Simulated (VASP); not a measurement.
A run of VASP 6.6.1:

Contents of INCAR:

```
SYSTEM = Al15SiN16
ALGO = Normal
EDIFF = 1E-6
ENCUT = 520
GGA = PE
GGA_COMPAT = .FALSE.
ISIF = 2
ISMEAR = -1
ISPIN = 2
LASPH = .TRUE.
LCHARG = .FALSE.
LORBIT = 11
LREAL = Auto
LWAVE = .FALSE.
MAGMOM = 0.01 0 0 0.01 0.01 0 0 0.01 0.01 0 0 0.01 0 0 0 0.05 0.05 0 0 0.01 0.04 0.02 0 0 0.04 0.02 0 0 0 0.02 0.02 0
NBANDS = 90
NELM = 200
NUPDOWN = 1.0
PREC = Accurate
SIGMA = 0.01
```

Contents of KPOINTS:

```
k-points
0
G
  1 1 1
  0 0 0
```

The input POSCAR:

```
Al15SiN16
1.0
    6.2595139128      0.0000000578      0.0000000000
   -3.1297570064      5.4208980350      0.0000000000
    0.0000000000      0.0000000000     10.0348065929
Al Si N
15 1 16
Direct
    0.3391372606      0.1621522133      0.2521383673
    0.3355366414      0.1664703540      0.7489072046
    0.1670073824      0.3349625391      1.0047589959
    0.3379309551      0.6789043522      0.2521318428
    0.1696364813      0.8340126486      0.4971849360
    0.3364565744      0.6702791490      0.7496450786
    0.1657251869      0.8346454717      0.9974537042
    0.8223072004      0.1636030400      0.2523157100
    0.6669782070      0.3316543066      0.4969577042
    0.8317287012      0.1659503418      0.7495095158
    0.6669102789      0.3360538492      0.9973572183
    0.8329851736      0.6684337944      0.2454427594
    0.6701836968      0.8315432269      0.4995271231
    0.8349913740      0.6664171442      0.7478464547
    0.6679351491      0.8338675976      0.9987703827
    0.1682097842      0.3336698691      0.5058768951
    0.3213640840      0.1788784445      0.4469145723
    0.1677432564      0.3337328514      0.1939999221
    0.3312558793      0.1701883528      0.9369860385
    0.1685328126      0.3336219019      0.6839890105
    0.3241819517      0.6439728586      0.4485672767
    0.1616559899      0.8311515023      0.1851036456
    0.3322135991      0.6679804930      0.9379963277
    0.1699334984      0.8331414896      0.6871965710
    0.8575806213      0.1782006358      0.4485062070
    0.6697976147      0.3396342978      0.1849697528
    0.8341424141      0.1698130842      0.9379079701
    0.6681855570      0.3318026329      0.6870290695
    0.8343845157      0.6669438392      0.4374065304
    0.6694964378      0.8323091434      0.1876713536
    0.8327802810      0.6689448561      0.9353559898
    0.6698212700      0.8328577081      0.6883590987
```

Potentials or basis: VASP PAW PBE potentials, release 64 (Al, Si, N).

Command:

```console
$ cat potpaw_PBE.64/Al/POTCAR potpaw_PBE.64/Si/POTCAR potpaw_PBE.64/N/POTCAR > POTCAR
$ mpirun -np 1 vasp_gam > vasp.out
```

Hardware: 1 thread of AMD EPYC 9R45 96-Core Processor (Zen 5), on a shared host.

**Question.** Estimate the wall time of this run.

**Answer.** Run time: 87 s on 1 thread of AMD EPYC 9R45 96-Core Processor (Zen 5) (shared host), peak memory 0.53 GiB. Counts: scf iterations 17, k points 1.
